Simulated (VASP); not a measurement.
GaMo, 2 atoms in the cell. The typed cell holds 2 atoms: a = 3.123 Å, b = 3.123 Å, c = 3.123 Å, α = 89.98°, β = 89.98°, γ = 89.98°. 

* Program: VASP 6.6.1
* Task: single point
* Functional: PBE
* Potentials or basis: VASP PAW PBE potentials, release 64 (Ga_d, Mo_sv)
* Cutoff: 520 eV
* k mesh: 6 × 6 × 6
* Occupations: gaussian, width 0.2 eV
* Spin: no spin polarisation
* Dipole correction: no
* Further INCAR settings: ALGO = Fast; EDIFF = 1e-06; NBANDS = 20

Potentials or basis: VASP PAW PBE potentials, release 64 (Ga_d, Mo_sv).

Run with:

```console
$ cat potpaw_PBE.64/Ga_d/POTCAR potpaw_PBE.64/Mo_sv/POTCAR > POTCAR
$ mpirun -np 1 vasp_std > vasp.out
```

Hardware: 1 thread of AMD EPYC 9R45 96-Core Processor (Zen 5), on a shared host.

Problem. Estimate the wall time of this run.

Solution. It took 12 s on 1 thread of AMD EPYC 9R45 96-Core Processor (Zen 5), with other jobs on the host, peak memory 0.12 GiB. Counts: scf iterations 14, k points 32.
